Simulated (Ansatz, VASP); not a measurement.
# Two plane-wave programs on Li3H2

```
CELL_PARAMETERS angstrom
5.57935 -1.34500 -0.79594
5.57935 1.34500 -0.79594
-3.19280 0.00000 7.95933
ATOMIC_POSITIONS crystal
Li 0.86483 0.86483 0.52418
Li 0.13517 0.13517 0.47582
Li 0.63899 0.63899 0.19651
Li 0.36101 0.36101 0.80349
Li 0.89437 0.89437 0.16144
Li 0.10563 0.10563 0.83856
H 0.51643 0.51643 0.30303
H 0.48357 0.48357 0.69697
H 0.24659 0.24659 0.35641
H 0.75341 0.75341 0.64359
```

Change from the starting cell: species swapped into the Ho3Ni2 type (C2/m, No. 12).

Alike in both runs: functional PBE; k mesh 6 × 6 × 2; occupations gaussian, width 0.2 eV; no spin polarisation.

Ansatz relaxed the structure, and its values are those at the end. VASP's run is a single point on that final structure, the one shown.

|  | VASP | Ansatz |
| --- | --- | --- |
| version | VASP 6.6.1 | Ansatz 0.2.0 |
| potentials or method | VASP PAW PBE potentials, release 64 (Li_sv, H), cutoff 520 eV | scalar-relativistic, plane waves, PAW |
| valence electrons in the cell | 22 | 22 |

```csv
,VASP,Ansatz,Ansatz less VASP
gap on the k mesh at the Fermi level (eV),none,none,-
rms of the force components (eV/Å),0.007,0.006,-0.0005
```

A gap of «none» marks a metal or a gap that the smearing closes. With one functional, cell and mesh, what is left measures potentials, basis and numerics.

The k mesh is coarse, so the values compare programs but aren't converged. Noted on VASP's run: the cutoff is short for stress, so the pressure is rough.
